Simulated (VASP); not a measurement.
# Be3H2 (P-3m1) in VASP: notebook, part 2 of 2

VASP 6.6.1. The steps go on from the part before.

## 4. Single point, PBE

This run uses another cell than the first one, of 6.80 Å³/atom, 1.005 times its volume.

INCAR

```
SYSTEM = Be3H2
PREC     = Accurate       ! precision mode
ENCUT    = 520            ! plane-wave cutoff, eV
EDIFF    = 1E-6           ! SCF threshold, eV
ISMEAR   = 0              ! smearing method
SIGMA    = 0.1            ! smearing width, eV
LREAL    = .False.        ! projectors in reciprocal space
LASPH    = .True.         ! aspherical terms in the spheres
NELM     = 100            ! most SCF steps
ALGO     = Normal         ! electronic algorithm
ISIF     = 2              ! what is computed and relaxed
LWAVE    = .False.        ! write WAVECAR
LCHARG   = .False.        ! write CHGCAR
GGA      = PE             ! functional
NBANDS   = 12             ! bands
```

KPOINTS

```
regular mesh
0
Gamma
  12 12 4
  0 0 0
```

POSCAR

```
Be3H2
1.0
    2.2951934728      0.0000000000      0.0000000000
   -1.1475967364      1.9876958541      0.0000000000
    0.0000000000      0.0000000000      7.4516690041
Be H
3 2
Direct
    0.0000000000      0.0000000000      0.0000000000
    0.6666666667      0.3333333333      0.2482374361
    0.3333333333      0.6666666667      0.7517625639
    0.6666666667      0.3333333333      0.6317708017
    0.3333333333      0.6666666667      0.3682291983
```

Potentials or basis: VASP PAW PBE potentials, release 64 (Be, H).

The run is started by

```bash
$ cat potpaw_PBE.64/Be/POTCAR potpaw_PBE.64/H/POTCAR > POTCAR
$ mpirun -np 1 vasp_std > vasp.out
```

OUTCAR:

```text
SYSTEM = Be3H2
   PREC = Accurate
   ENCUT = 520
   EDIFF = 1E-6
   ISMEAR = 0
   LREAL = .False.
   LASPH = .True.
   NELM = 100
   ISIF = 2
   GGA = PE

 ion  position               nearest neighbor table
   1  0.000  0.000  0.000-   2 2.28   3 2.28   2 2.28   3 2.28   2 2.28   3 2.28
   2  0.667  0.333  0.248-   5 1.60   5 1.60   5 1.60   1 2.28   1 2.28   1 2.28
   3  0.333  0.667  0.752-   4 1.60   4 1.60   4 1.60   1 2.28   1 2.28   1 2.28
   4  0.667  0.333  0.632-   3 1.60   3 1.60   3 1.60
   5  0.333  0.667  0.368-   2 1.60   2 1.60   2 1.60

  LATTYP: Found a hexagonal cell.
 ALAT       =     2.2951934728
 C/A-ratio  =     3.2466409008

  Lattice vectors:

 A1 = (   2.2951934728,   0.0000000000,   0.0000000000)
 A2 = (  -1.1475967364,   1.9876958541,   0.0000000000)
 A3 = (   0.0000000000,   0.0000000000,   7.4516690041)

Analysis of symmetry for initial positions (statically):
=====================================================================
 Subroutine PRICEL returns:
 Original cell was already a primitive cell.

 Routine SETGRP: Setting up the symmetry group for a
 hexagonal supercell.

 Subroutine GETGRP returns: Found 12 space group operations
 (whereof 12 operations were pure point group operations)
 out of a pool of 24 trial point group operations.

The static configuration has the point symmetry D_3d.

Analysis of symmetry for dynamics (positions and initial velocities):
=====================================================================
 Subroutine PRICEL returns:
 Original cell was already a primitive cell.

 Routine SETGRP: Setting up the symmetry group for a
 hexagonal supercell.

 Subroutine GETGRP returns: Found 12 space group operations
 (whereof 12 operations were pure point group operations)
 out of a pool of 24 trial point group operations.

The dynamic configuration has the point symmetry D_3d.

 Subroutine INISYM returns: Found 12 space group operations
 (whereof 12 operations are pure point group operations),
 and found     1 'primitive' translations

----------------------------------------------------------------------------------------

                                     Primitive cell

  volume of cell :      33.9956

  direct lattice vectors                    reciprocal lattice vectors
     2.295193473  0.000000000  0.000000000     0.435693118  0.251547539  0.000000000
    -1.147596736  1.987695854  0.000000000     0.000000000  0.503095078  0.000000000
     0.000000000  0.000000000  7.451669004     0.000000000  0.000000000  0.134198124

  length of vectors
     2.295193473  2.295193473  7.451669004     0.503095078  0.503095078  0.134198124

  position of ions in fractional coordinates (direct lattice)
     0.000000000  0.000000000  0.000000000
     0.666666667  0.333333333  0.248237436
     0.333333333  0.666666667  0.751762564
     0.666666667  0.333333333  0.631770802
     0.333333333  0.666666667  0.368229198

  ion indices of the primitive-cell ions
   primitive index   ion index
                 1           1
                 2           2
                 3           3
                 4           4
                 5           5

----------------------------------------------------------------------------------------

 KPOINTS: regular mesh

[... 53 lines left out ...]
   dimension x,y,z NGXF=    36 NGYF=   36 NGZF=  112
   ions per type =               3   2
   NGX,Y,Z   is equivalent  to a cutoff of  13.04, 13.04, 12.49 a.u.
   NGXF,Y,Z  is equivalent  to a cutoff of  26.08, 26.08, 24.99 a.u.
 SYSTEM =  Be3H2
   PREC   = accura    normal or accurate (medium, high low for compatibility)
   ISTART =      0    job   : 0-new  1-cont  2-samecut
   ICHARG =      2    charge: 1-file 2-atom 10-const
   ISPIN  =      1    spin polarized calculation?
   LNONCOLLINEAR =      F non collinear calculations
   LSORBIT =      F    spin-orbit coupling
   LASPH  =      T    aspherical Exc in radial PAW
   ENCUT  =  520.0 eV  38.22 Ry    6.18 a.u.   4.27  4.27 13.86*2*pi/ulx,y,z
   NELM   =    100;   NELMIN=  2; NELMDL= -5     # of ELM steps
   EDIFF  = 0.1E-05   stopping-criterion for ELM
   LREAL  =      F    real-space projection
   EDIFFG = 0.1E-04   stopping-criterion for IOM
   NSW    =      0    number of steps for IOM
   IBRION =     -1    ionic relax: 0-MD 1-quasi-New 2-CG
   NFREE  =      0    steps in history (QN), initial steepest desc. (CG)
   ISIF   =      2    stress and relaxation
   ISYM   =      2    0-nonsym 1-usesym 2-fastsym
   POTIM  = 0.5000    time-step for ionic-motion
   TEBEG  =    0.0;   TEEND  =   0.0 temperature during run
   PSTRESS=    0.0 pullay stress
   NELECT =       8.0000    total number of electrons
   NUPDOWN=      -1.0000    fix difference up-down
   EMIN   =  10.00;   EMAX   =-10.00  energy-range for DOS
   EFERMI =   0.00;   METHOD = LEGACY
   ISMEAR =     0;   SIGMA  =   0.10  broadening in eV -4-tet -1-fermi 0-gaus
   EFERMI_NEDOS =   21; number of points for ismear=-14 and -15
   IALGO  =     38    algorithm
   IMIX   =      4    mixing-type and parameters
     AMIX     =   0.40;   BMIX     =  1.00
     AMIX_MAG =   1.60;   BMIX_MAG =  1.00
  volume/ion in A,a.u.               =       6.80        45.88
  Fermi-wavevector in a.u.,A,eV,Ry     =   1.010719  1.909983 13.899080  1.021554
  Thomas-Fermi vector in A             =   2.143726
   LORBIT       =      0    0 simple, 1 ext, 2 COOP (PROOUT), +10 PAW based schemes
   GGA     = PE    functional components
   LHFCALC =     F    Hartree Fock is set to
   AEXX    =    0.0000 exact exchange contribution
   IVDW    =     0    specifies the selected vdW correction
   LEPSILON=     F    determine dielectric tensor
   LRPA    =     F    only Hartree local field effects (RPA)
 non-spin polarized calculation
 Gauss-broadening in eV      SIGMA  =   0.10
  energy-cutoff  :      520.00
  volume of cell :       34.00
 maximum number of plane-waves:       945
 NGX is ok and might be reduce to    18
   NGX =  9   NGY =  9   NGZ = 27

 number of electron       8.0000001 magnetization

 Free energy of the ion-electron system (eV)
  ---------------------------------------------------
  ext. energy  EPLUGINS =         0.00000000
  ---------------------------------------------------
  free energy    TOTEN  =       -16.93891603 eV

  energy without entropy =      -16.93135049  energy(sigma->0) =      -16.93513326

 E-fermi :   4.8209     XC(G=0):  -9.9473

 val. band max:        4.7756107032   @ k =   0.3333   0.1667   0.5000
 cond. band min:       4.8309095131   @ k =   0.3333   0.3333   0.0000
 fundamental gap:      0.0552988099
 Fermi energy:         4.8208712570

 k-point     1 :       0.0000    0.0000    0.0000
  band No.  band energies     occupation
      1      -6.8694      2.00000
      2      -5.4441      2.00000
      3      -3.8849      2.00000
      4      -0.0022      2.00000
      5       6.5370      0.00000
      6      15.0696      0.00000
      7      15.5602      0.00000
      8      20.9650      0.00000
      9      20.9650      0.00000
     10      21.3806      0.00000
     11      21.3806      0.00000
     12      22.8987      0.00000
[... 331 lines left out ...]
 k-point    24 :       0.0000    0.1667    0.2500
  band No.  band energies     occupation
      1      -5.9544      2.00000
      2      -5.0206      2.00000
      3      -2.5412      2.00000
      4       0.4754      2.00000
      5       7.8128      0.00000
      6      12.8786      0.00000
      7      15.9442      0.00000
      8      16.9496      0.00000
      9      18.2574      0.00000
     10      18.7199      0.00000
     11      19.4297      0.00000
     12      19.5982      0.00000

 [... further k-points ...]

------------------------ aborting loop because EDIFF is reached ----------------------------------------

  FORCE on cell =-STRESS in cart. coord.  units (eV):
  Direction    XX          YY          ZZ          XY          YZ          ZX
  --------------------------------------------------------------------------------------
  -------------------------------------------------------------------------------------
  Total        0.0479526      0.0479526      0.0237031      0.0000000      0.0000000      0.0000000
  in kB        2.2599569      2.2599569      1.1171007      0.0000000      0.0000000      0.0000000
  external PRESSURE =       1.8790048 kB  Pullay stress =       0.0000000 kB

 VOLUME and BASIS-vectors are now :
 -----------------------------------------------------------------------------
  energy-cutoff  :      520.00
  volume of cell :       34.00
      direct lattice vectors                 reciprocal lattice vectors
     2.295193473  0.000000000  0.000000000     0.435693118  0.251547539  0.000000000
    -1.147596736  1.987695854  0.000000000     0.000000000  0.503095078  0.000000000
     0.000000000  0.000000000  7.451669004     0.000000000  0.000000000  0.134198124

 POSITION                                       TOTAL-FORCE (eV/Angst)
 -----------------------------------------------------------------------------------
      0.00000      0.00000      0.00000         0.000000      0.000000      0.000000
      1.14760      0.66257      1.84978        -0.000000      0.000000      0.009657
     -0.00000      1.32513      5.60189         0.000000      0.000000     -0.009657
      1.14760      0.66257      4.70775         0.000000      0.000000     -0.004442
     -0.00000      1.32513      2.74392        -0.000000     -0.000000      0.004442
 -----------------------------------------------------------------------------------
    total drift:                                0.000000      0.000000     -0.000000

  FREE ENERGIE OF THE ION-ELECTRON SYSTEM (eV)
  ---------------------------------------------------
  free  energy   TOTEN  =       -16.9389160308 eV

  energy  without entropy=      -16.9313504908  energy(sigma->0) =      -16.93513326
```

Run time: 11 s. Hardware: 1 thread of Intel Xeon 6975P-C (Granite Rapids), shared host; peak memory 0.15 GiB.

What came out:

* Free energy: -16.9389 eV
* Pressure: 0.2 GPa
* Largest force: 0.010 eV/Å
* Band gap on the k mesh: zero (band 4 reaches 5.15 eV, above the bottom of band 5 at 4.48 eV)

Forces on the atoms (eV/Å):
```
Be   0.000  0.000  0.000
Be   0.000  0.000  0.010
Be   0.000  0.000 -0.010
H    0.000  0.000 -0.004
H    0.000  0.000  0.004
```

Stress tensor (GPa, compression positive):
```
0.23 0.00 0.00
0.00 0.23 0.00
0.00 0.00 0.11
```

## 5. Relaxation of cell and atoms, PBE

This run uses another cell than the first one, of 6.67 Å³/atom, 0.986 times its volume.

INCAR

```
SYSTEM = Be3H2
ALGO = Normal ; EDIFF = 1E-6
EDIFFG = -0.04 ; ENCUT = 600
GGA = PE ; IBRION = 2
ISIF = 3 ; ISMEAR = 0
LASPH = .True. ; LCHARG = .False.
LREAL = .False. ; LWAVE = .False.
NELM = 100 ; NSW = 90
PREC = Accurate ; SIGMA = 0.1
```

KPOINTS

```
k-points
0
Gamma
  12 12 4
  0 0 0
```

POSCAR

```
Be3H2
1.0
    2.2912349425      0.0000000000      0.0000000000
   -1.1456174713      1.9842676663      0.0000000000
    0.0000000000      0.0000000000      7.3343171693
Be H
3 2
Direct
    0.0000000000      0.0000000000      0.0000000000
    0.6666666667      0.3333333333      0.2523250385
    0.3333333333      0.6666666667      0.7476749615
    0.6666666667      0.3333333333      0.6252473776
    0.3333333333      0.6666666667      0.3747526224
```

Potentials or basis: VASP PAW PBE potentials, release 64 (Be, H).

The run is started by

```bash
$ cat potpaw_PBE.64/Be/POTCAR potpaw_PBE.64/H/POTCAR > POTCAR
$ mpirun -np 1 vasp_std > vasp.out
```

OUTCAR:

```text
SYSTEM = Be3H2
   EDIFF = 1E-6
   EDIFFG = -0.04
   ENCUT = 600
   GGA = PE
   IBRION = 2
   ISIF = 3
   ISMEAR = 0
   LASPH = .True.
   LREAL = .False.
   NELM = 100
   NSW = 90
   PREC = Accurate

 ion  position               nearest neighbor table
   1  0.000  0.000  0.000-   2 2.27   3 2.27   2 2.27   3 2.27   2 2.27   3 2.27
   2  0.667  0.333  0.252-   5 1.60   5 1.60   5 1.60   1 2.27   1 2.27   1 2.27
   3  0.333  0.667  0.748-   4 1.60   4 1.60   4 1.60   1 2.27   1 2.27   1 2.27
   4  0.667  0.333  0.625-   3 1.60   3 1.60   3 1.60
[... 471 lines left out ...]
  -------------------------------------------------------------------------------------
  Total        0.0920557      0.0920557      0.1564809     -0.0000000      0.0000000      0.0000000
  in kB        4.4231518      4.4231518      7.5186925     -0.0000000      0.0000000      0.0000000
  external PRESSURE =       5.4549987 kB  Pullay stress =       0.0000000 kB

 VOLUME and BASIS-vectors are now :
 -----------------------------------------------------------------------------
  energy-cutoff  :      600.00
  volume of cell :       33.34
      direct lattice vectors                 reciprocal lattice vectors
     2.291234943  0.000000000  0.000000000     0.436445858  0.251982134  0.000000000
    -1.145617471  1.984267666  0.000000000     0.000000000  0.503964267  0.000000000
     0.000000000  0.000000000  7.334317169     0.000000000  0.000000000  0.136345344

 POSITION                                       TOTAL-FORCE (eV/Angst)
 -----------------------------------------------------------------------------------
      0.00000      0.00000      0.00000         0.000000      0.000000      0.000000
      1.14562      0.66142      1.85063         0.000000     -0.000000     -0.016094
     -0.00000      1.32285      5.48369        -0.000000      0.000000      0.016094
      1.14562      0.66142      4.58576         0.000000      0.000000      0.009013
     -0.00000      1.32285      2.74855        -0.000000     -0.000000     -0.009013
 -----------------------------------------------------------------------------------
    total drift:                               -0.000000     -0.000000     -0.000000

  FREE ENERGIE OF THE ION-ELECTRON SYSTEM (eV)
  ---------------------------------------------------
  free  energy   TOTEN  =       -16.9378549230 eV

  energy  without entropy=      -16.9309865760  energy(sigma->0) =      -16.93442075

 reached required accuracy - stopping structural energy minimisation
```

OSZICAR:

```text
N       E                     dE             d eps       ncg     rms          rms(c)
DAV:   1     0.132139141829E+01    0.13214E+01   -0.40218E+03  1104   0.937E+02
DAV:   2    -0.170922541416E+02   -0.18414E+02   -0.18070E+02  1592   0.118E+02
DAV:   3    -0.173920512343E+02   -0.29980E+00   -0.28872E+00  1752   0.156E+01
DAV:   4    -0.173925880127E+02   -0.53678E-03   -0.53672E-03  1704   0.541E-01
DAV:   5    -0.173925888643E+02   -0.85164E-06   -0.85110E-06  1800   0.139E-02    0.327E+00
DAV:   6    -0.170473742581E+02    0.34521E+00   -0.69971E-01  1608   0.459E+00    0.202E+00
DAV:   7    -0.169447573504E+02    0.10262E+00   -0.14601E-01  1432   0.256E+00    0.682E-01
DAV:   8    -0.169372885420E+02    0.74688E-02   -0.20049E-02  1744   0.106E+00    0.116E-01
DAV:   9    -0.169377891341E+02   -0.50059E-03   -0.10685E-03  1528   0.244E-01    0.378E-02
DAV:  10    -0.169378760275E+02   -0.86893E-04   -0.52112E-04  1488   0.138E-01    0.144E-02
DAV:  11    -0.169378535411E+02    0.22486E-04   -0.15352E-04  1576   0.758E-02    0.369E-03
DAV:  12    -0.169378551838E+02   -0.16427E-05   -0.52518E-06  1544   0.234E-02    0.225E-03
DAV:  13    -0.169378549230E+02    0.26081E-06   -0.71586E-07  1128   0.517E-03
   1 F= -.16937855E+02 E0= -.16934421E+02  d E =-.169379E+02
```

Run time: 9.4 s. Hardware: 1 thread of Intel Xeon 6975P-C (Granite Rapids), shared host; peak memory 0.16 GiB.

Results:

```yaml
Free_energy: -16.9379 eV
Pressure_after_relaxing: 0.5 GPa
Largest_force_after_relaxing: 0.016 eV/Å
Band_gap_on_the_k_mesh: zero (band 4 reaches 5.36 eV, above the bottom of band 5 at 4.72 eV)
```

Forces in eV/Å, atoms in the order of the input:
```
Be   0.000  0.000  0.000
Be   0.000  0.000 -0.016
Be   0.000  0.000  0.016
H    0.000  0.000  0.009
H    0.000  0.000 -0.009
```

Final structure:
```
CELL_PARAMETERS angstrom
2.29123 0.00000 0.00000
-1.14562 1.98427 0.00000
0.00000 0.00000 7.33432
ATOMIC_POSITIONS crystal
Be 0.00000 0.00000 0.00000
Be 0.66667 0.33333 0.25233
Be 0.33333 0.66667 0.74767
H 0.66667 0.33333 0.62525
H 0.33333 0.66667 0.37475
```

Levels at points of the mesh, in eV from the Fermi level:
| k point | band 2 | band 3 | band 4 | band 5 | band 6 | band 7 |
| --- | --- | --- | --- | --- | --- | --- |
| (0.00, 0.00, 0.00) | -10.18 | -8.80 | -4.74 | 1.75 | 10.76 | 11.02 |
| (0.50, 0.00, 0.00) | -5.67 | -3.00 | -0.70 | -0.27 | 2.71 | 4.17 |
| (0.00, 0.00, 0.50) | -10.94 | -7.52 | -5.99 | 4.34 | 5.45 | 16.19 |
| (0.50, 0.00, 0.50) | -5.82 | -2.98 | -1.10 | 0.54 | 2.75 | 3.57 |

Caveat: the relaxation stopped at its first step, so nothing moved.

## 6. Overview

| task | cell | k mesh | cutoff (eV) | gap on the mesh (eV) | pressure (GPa) | largest force (eV/Å) |
| --- | --- | --- | --- | --- | --- | --- |
| single point | a = 2.295, b = 2.295, c = 7.414 Å, angles 90.0, 90.0, 120.0°, 5 atoms | 18 × 18 × 6 | 520 | none | 0.0 | - |
| relaxation of cell and atoms | relaxed from a = 2.295, b = 2.295, c = 7.452 Å, angles 90.0, 90.0, 120.0°, 5 atoms | 18 × 18 × 6 | 600 | none | 0.0 | 0.01 |
| single point | a = 2.295, b = 2.295, c = 7.452 Å, angles 90.0, 90.0, 120.0°, 5 atoms | 12 × 12 × 4 | 520 | none | 0.2 | 0.01 |
| relaxation of cell and atoms | relaxed from a = 2.291, b = 2.291, c = 7.334 Å, angles 90.0, 90.0, 120.0°, 5 atoms | 12 × 12 × 4 | 600 | none | 0.5 | 0.02 |

Alike in all rows: level PBE; potentials or basis VASP PAW PBE potentials, release 64 (Be, H); no spin polarisation; smearing gaussian 0.1 eV.

Caveats: the relaxation stopped at its first step, so nothing moved (some runs).

Absolute energies hang on the potentials; compare differences alone.
